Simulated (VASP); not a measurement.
# CdSe (R3m) in VASP: a series of runs

Runs on CdSe. Level: PBE. Tasks: electric field gradients.

All numbers are computed with VASP 6.6.1; they aren't measurements. Logs are shortened: lines on timing, memory, paths and dates and some standing lists are left out, and cuts for length are marked.

## (1) The cell of the first run

Symmetry: R3m, No. 160, trigonal system. The conventional cell has a = 4.299 Å, b = 4.299 Å, c = 10.848 Å, α = 90.00°, β = 90.00°, γ = 120.00°. Within 3.5 Å of Cd (site symmetry 3m) lie 4 Se at 2.64 to 2.71 Å. Se (site symmetry 3m) has 4 Cd at 2.64 to 2.71 Å within 3.5 Å.

## (2) Electric field gradients, PBE (equal xy, yz and zx shear strains of +2 %)

INCAR

```
PREC     = Accurate       # precision mode
ENCUT    = 520            # plane-wave cutoff, eV
EDIFF    = 1E-8           # SCF threshold, eV
ISMEAR   = -1             # smearing method
SIGMA    = 0.03           # smearing width, eV
LREAL    = False          # projectors in reciprocal space
LASPH    = True           # aspherical terms in the spheres
NELM     = 80             # most SCF steps
ALGO     = Normal         # electronic algorithm
ISIF     = 2              # what is computed and relaxed
LWAVE    = False          # write WAVECAR
LCHARG   = False          # write CHGCAR
GGA      = PE             # functional
LEFG     = True         
NBANDS   = 16             # bands
```

KPOINTS

```
Automatic mesh
0
Gamma
  8 8 8
```

POSCAR

```
CdSe
1.0
    0.0614054240      3.1009739106      3.1009739106
    3.1009739106      0.0614054240      3.1009739106
    3.1009739106      3.1009739106      0.0614054240
Cd Se
1 1
Direct
    0.0000000000      0.0000000000      0.0000000000
    0.2500000000      0.2500000000      0.2500000000
```

Potentials or basis: VASP PAW PBE potentials, release 64 (Cd, Se).

Started as:

```bash
> cat potpaw_PBE.64/Cd/POTCAR potpaw_PBE.64/Se/POTCAR > POTCAR
> mpirun -np 1 vasp_std > vasp.out
```

OUTCAR:

```text
PREC = Accurate
   ENCUT = 520
   EDIFF = 1E-8
   ISMEAR = -1
   LREAL = False
   LASPH = True
   NELM = 80
   ISIF = 2
   GGA = PE

 ion  position               nearest neighbor table
   1  0.000  0.000  0.000-   2 2.64   2 2.64   2 2.64   2 2.71
   2  0.250  0.250  0.250-   1 2.64   1 2.64   1 2.64   1 2.71

  LATTYP: Found a trigonal (rhomboedric) cell.
 ALAT       =     4.3858692428
 COS(alpha) =     0.5197000882

  Lattice vectors:

 A1 = (   0.0614054240,   3.1009739106,   3.1009739106)
 A2 = (   3.1009739106,   0.0614054240,   3.1009739106)
 A3 = (   3.1009739106,   3.1009739106,   0.0614054240)

Analysis of symmetry for initial positions (statically):
=====================================================================
 Subroutine PRICEL returns:
 Original cell was already a primitive cell.

 Routine SETGRP: Setting up the symmetry group for a
 trigonal (rhombohedral) supercell.

 Subroutine GETGRP returns: Found  6 space group operations
 (whereof  6 operations were pure point group operations)
 out of a pool of 12 trial point group operations.

The static configuration has the point symmetry C_3v.

Analysis of symmetry for dynamics (positions and initial velocities):
=====================================================================
 Subroutine PRICEL returns:
 Original cell was already a primitive cell.

 Routine SETGRP: Setting up the symmetry group for a
 trigonal (rhombohedral) supercell.

 Subroutine GETGRP returns: Found  6 space group operations
 (whereof  6 operations were pure point group operations)
 out of a pool of 12 trial point group operations.

The dynamic configuration has the point symmetry C_3v.

 Subroutine INISYM returns: Found  6 space group operations
 (whereof  6 operations are pure point group operations),
 and found     1 'primitive' translations

----------------------------------------------------------------------------------------

                                     Primitive cell

  volume of cell :      57.8670

  direct lattice vectors                    reciprocal lattice vectors
     0.061405424  3.100973911  3.100973911    -0.166109750  0.162884318  0.162884318
     3.100973911  0.061405424  3.100973911     0.162884318 -0.166109750  0.162884318
     3.100973911  3.100973911  0.061405424     0.162884318  0.162884318 -0.166109750

  length of vectors
     4.385869243  4.385869243  4.385869243     0.283998329  0.283998329  0.283998329

  position of ions in fractional coordinates (direct lattice)
     0.000000000  0.000000000  0.000000000
     0.250000000  0.250000000  0.250000000

  ion indices of the primitive-cell ions
   primitive index   ion index
                 1           1
                 2           2

----------------------------------------------------------------------------------------

 KPOINTS: Automatic mesh

Automatic generation of k-mesh.
 Grid dimensions read from file:
 generate k-points for:    8    8    8

 Generating k-lattice:

  Cartesian coordinates                     Fractional coordinates (reciprocal lattice)
    -0.020763719  0.020360540  0.020360540     0.125000000 -0.000000000 -0.000000000
     0.020360540 -0.020763719  0.020360540    -0.000000000  0.125000000 -0.000000000
     0.020360540  0.020360540 -0.020763719    -0.000000000 -0.000000000  0.125000000

  Length of vectors
     0.035499791  0.035499791  0.035499791

  Shift w.r.t. Gamma in fractional coordinates (k-lattice)
     0.000000000  0.000000000  0.000000000

 Subroutine IBZKPT returns following result:
 ===========================================

 Found     65 irreducible k-points:

 Following reciprocal coordinates:
            Coordinates               Weight
  0.000000  0.000000  0.000000      1.000000
  0.125000 -0.000000 -0.000000      6.000000
  0.250000 -0.000000 -0.000000      6.000000
  0.375000  0.000000 -0.000000      6.000000
  0.500000 -0.000000 -0.000000      3.000000
  0.125000  0.125000 -0.000000      6.000000
[... 16 lines left out ...]
  0.250000  0.125000  0.125000      6.000000
  0.375000  0.125000  0.125000      6.000000
 [... further k-points ...]
   k-points           NKPTS =     65   k-points in BZ     NKDIM =     65   number of bands    NBANDS=     16
   number of dos      NEDOS =    301   number of ions     NIONS =      2
   total plane-waves  NPLWV =  46656
   dimension x,y,z NGX =    36 NGY =   36 NGZ =   36
   dimension x,y,z NGXF=    72 NGYF=   72 NGZF=   72
   ions per type =               1   1
   NGX,Y,Z   is equivalent  to a cutoff of  13.65, 13.65, 13.65 a.u.
   NGXF,Y,Z  is equivalent  to a cutoff of  27.29, 27.29, 27.29 a.u.
 SYSTEM =  unknown system
   PREC   = accura    normal or accurate (medium, high low for compatibility)
   ISTART =      0    job   : 0-new  1-cont  2-samecut
   ICHARG =      2    charge: 1-file 2-atom 10-const
   ISPIN  =      1    spin polarized calculation?
   LNONCOLLINEAR =      F non collinear calculations
   LSORBIT =      F    spin-orbit coupling
   LASPH  =      T    aspherical Exc in radial PAW
   ENCUT  =  520.0 eV  38.22 Ry    6.18 a.u.   8.15  8.15  8.15*2*pi/ulx,y,z
   NELM   =     80;   NELMIN=  2; NELMDL= -5     # of ELM steps
   EDIFF  = 0.1E-07   stopping-criterion for ELM
   LREAL  =      F    real-space projection
   EDIFFG = 0.1E-06   stopping-criterion for IOM
   NSW    =      0    number of steps for IOM
   IBRION =     -1    ionic relax: 0-MD 1-quasi-New 2-CG
   NFREE  =      0    steps in history (QN), initial steepest desc. (CG)
   ISIF   =      2    stress and relaxation
   ISYM   =      2    0-nonsym 1-usesym 2-fastsym
   POTIM  = 0.5000    time-step for ionic-motion
   TEBEG  =    0.0;   TEEND  =   0.0 temperature during run
   PSTRESS=    0.0 pullay stress
   NELECT =      18.0000    total number of electrons
   NUPDOWN=      -1.0000    fix difference up-down
   EMIN   =  10.00;   EMAX   =-10.00  energy-range for DOS
   EFERMI =   0.00;   METHOD = LEGACY
   ISMEAR =    -1;   SIGMA  =   0.03  broadening in eV -4-tet -1-fermi 0-gaus
   EFERMI_NEDOS =   21; number of points for ismear=-14 and -15
   IALGO  =     38    algorithm
   IMIX   =      4    mixing-type and parameters
     AMIX     =   0.40;   BMIX     =  1.00
     AMIX_MAG =   1.60;   BMIX_MAG =  1.00
  volume/ion in A,a.u.               =      28.93       195.25
  Fermi-wavevector in a.u.,A,eV,Ry     =   1.109231  2.096143 16.740525  1.230394
  Thomas-Fermi vector in A             =   2.245768
   LORBIT       =      0    0 simple, 1 ext, 2 COOP (PROOUT), +10 PAW based schemes
   GGA     = PE    functional components
   LHFCALC =     F    Hartree Fock is set to
   AEXX    =    0.0000 exact exchange contribution
   IVDW    =     0    specifies the selected vdW correction
   LEPSILON=     F    determine dielectric tensor
   LRPA    =     F    only Hartree local field effects (RPA)
 non-spin polarized calculation
  energy-cutoff  :      520.00
  volume of cell :       57.87
 maximum number of plane-waves:      1572
 NGX is ok and might be reduce to    36
   NGX = 17   NGY = 17   NGZ = 17

 number of electron      17.9999999 magnetization

 Free energy of the ion-electron system (eV)
  ---------------------------------------------------
  ext. energy  EPLUGINS =         0.00000000
  ---------------------------------------------------
  free energy    TOTEN  =        -5.48130988 eV

  energy without entropy =       -5.48130933  energy(sigma->0) =       -5.48130961

 E-fermi :   1.0273     XC(G=0):  -8.7570

 val. band max:        0.7520158180   @ k =   0.0000   0.0000   0.0000
 cond. band min:       1.2779778692   @ k =   0.0000   0.0000   0.0000
 fundamental gap:      0.5259620512
 Fermi energy:         1.0272628768

 k-point     1 :       0.0000    0.0000    0.0000
  band No.  band energies     occupation
      1     -11.7200      2.00000
      2      -7.1332      2.00000
      3      -7.1332      2.00000
      4      -7.1053      2.00000
      5      -6.7785      2.00000
      6      -6.7785      2.00000
[... 8 lines left out ...]
     15      11.7629      0.00000
     16      11.7629      0.00000

 k-point     2 :       0.1250   -0.0000   -0.0000
  band No.  band energies     occupation
      1     -11.6685      2.00000
      2      -7.1159      2.00000
      3      -7.0983      2.00000
      4      -7.0775      2.00000
      5      -6.7800      2.00000
      6      -6.7792      2.00000
[... 8 lines left out ...]
     15      11.0496      0.00000
     16      11.1696      0.00000

 k-point     3 :       0.2500   -0.0000   -0.0000
  band No.  band energies     occupation
      1     -11.5431      2.00000
      2      -7.0777      2.00000
      3      -7.0585      2.00000
      4      -6.9255      2.00000
      5      -6.7780      2.00000
      6      -6.7759      2.00000
[... 8 lines left out ...]
     15      10.7987      0.00000
     16      10.8571      0.00000

 k-point     4 :       0.3750    0.0000   -0.0000
  band No.  band energies     occupation
      1     -11.4164      2.00000
      2      -7.0471      2.00000
      3      -7.0316      2.00000
      4      -6.7675      2.00000
      5      -6.7629      2.00000
      6      -6.6631      2.00000
[... 8 lines left out ...]
     15      11.4387      0.00000
     16      11.7868      0.00000
[... 324 lines left out ...]
 k-point    22 :       0.1250    0.1250    0.1250
  band No.  band energies     occupation
      1     -11.6734      2.00000
      2      -7.1197      2.00000
      3      -7.1197      2.00000
      4      -7.0597      2.00000
      5      -6.7786      2.00000
      6      -6.7786      2.00000
[... 8 lines left out ...]
     15      11.0976      0.00000
     16      11.1143      0.00000

 k-point    23 :       0.2500    0.1250    0.1250
  band No.  band energies     occupation
      1     -11.5997      2.00000
      2      -7.1004      2.00000
      3      -7.0788      2.00000
      4      -6.9945      2.00000
      5      -6.7867      2.00000
      6      -6.7691      2.00000
[... 8 lines left out ...]
     15      10.9083      0.00000
     16      12.0676      0.00000

 k-point    24 :       0.3750    0.1250    0.1250
  band No.  band energies     occupation
      1     -11.4740      2.00000
      2      -7.0598      2.00000
      3      -7.0351      2.00000
      4      -6.8342      2.00000
      5      -6.7854      2.00000
      6      -6.7400      2.00000
[... 8 lines left out ...]
     15      11.2297      0.00000
     16      12.1635      0.00000

 [... further k-points ...]
[... 5 lines left out ...]
  --------------------------------------------------------------------------------------
  -------------------------------------------------------------------------------------
  Total        0.5989507      0.5989507      0.5989507     -0.2958992     -0.2958992     -0.2958992
  in kB       16.5832971     16.5832971     16.5832971     -8.1926357     -8.1926357     -8.1926357
  external PRESSURE =      16.5832971 kB  Pullay stress =       0.0000000 kB

 VOLUME and BASIS-vectors are now :
 -----------------------------------------------------------------------------
  energy-cutoff  :      520.00
  volume of cell :       57.87
      direct lattice vectors                 reciprocal lattice vectors
     0.061405424  3.100973911  3.100973911    -0.166109750  0.162884318  0.162884318
     3.100973911  0.061405424  3.100973911     0.162884318 -0.166109750  0.162884318
     3.100973911  3.100973911  0.061405424     0.162884318  0.162884318 -0.166109750

 POSITION                                       TOTAL-FORCE (eV/Angst)
 -----------------------------------------------------------------------------------
      0.00000      0.00000      0.00000         0.108900      0.108900      0.108900
      1.56584      1.56584      1.56584        -0.108900     -0.108900     -0.108900
 -----------------------------------------------------------------------------------
    total drift:                                0.000121      0.000121      0.000121

  FREE ENERGIE OF THE ION-ELECTRON SYSTEM (eV)
  ---------------------------------------------------
  free  energy   TOTEN  =        -5.4813098824 eV

  energy  without entropy=       -5.4813093322  energy(sigma->0) =       -5.48130961

 Electric field gradients (V/A^2)
---------------------------------------------------------------------
 ion       V_xx      V_yy      V_zz      V_xy      V_xz      V_yz
---------------------------------------------------------------------
   1      -0.000    -0.000    -0.000    10.461    10.461    10.461
   2      -0.000    -0.000     0.000     4.499     4.499     4.499
---------------------------------------------------------------------

 Electric field gradients after diagonalization (V/A^2)
 (convention: |V_zz| > |V_xx| > |V_yy|)
----------------------------------------------------------------------
 ion       V_xx      V_yy      V_zz     asymmetry (V_yy - V_xx)/ V_zz
----------------------------------------------------------------------
   1     -10.461   -10.461    20.922       0.000
   2      -4.499    -4.499     8.997       0.000
----------------------------------------------------------------------

           NMR quadrupolar parameters

 Cq : quadrupolar parameter    Cq=e*Q*V_zz/h
 eta: asymmetry parameters     (V_yy - V_xx)/ V_zz
 Q  : nuclear electric quadrupole moment in mb (millibarn)
----------------------------------------------------------------------
 ion       Cq(MHz)       eta       Q (mb)
----------------------------------------------------------------------
   1       0.051       0.000       1.000
   2       0.022       0.000       1.000
----------------------------------------------------------------------
```

Run time: 50 s. Hardware: 1 thread of Intel Xeon Platinum 8488C (Sapphire Rapids), shared host; peak memory 0.23 GiB.

Results:

| Property | Result |
| --- | --- |
| Free energy | -5.4813 eV |
| Pressure | 1.7 GPa |
| Largest force | 0.189 eV/Å |
| Band gap on the k mesh | 0.53 eV, direct |

Forces on the atoms (eV/Å):
```
Cd   0.109  0.109  0.109
Se  -0.109 -0.109 -0.109
```

Levels at points of the mesh, in eV from the valence-band top:
```csv
k point,band 7,band 8,band 9,band 10,band 11,band 12
"(0.00, 0.00, 0.00)",-0.10,0.00,0.00,0.53,5.68,6.03
"(0.50, 0.00, 0.00)",-4.26,-0.78,-0.76,2.29,6.26,6.48
"(0.50, 0.50, 0.00)",-3.99,-1.86,-1.72,3.14,3.72,8.91
"(0.50, 0.50, 0.50)",-4.24,-0.65,-0.65,2.44,6.52,6.52
```

Electric field gradients, principal values (V/Å²):
```tsv
atom	least	middle	greatest (by size)
1 Cd	-10.461	-10.461	20.922
2 Se	-4.499	-4.499	8.997
```

Caveat: the cell differs from its parent crystal (equal xy, yz and zx shear strains of +2 %); without QUAD_EFG the Cq values of the log hold for a quadrupole moment of 1 mb, not for the nuclei.

(Continued in part 2 of 2.)
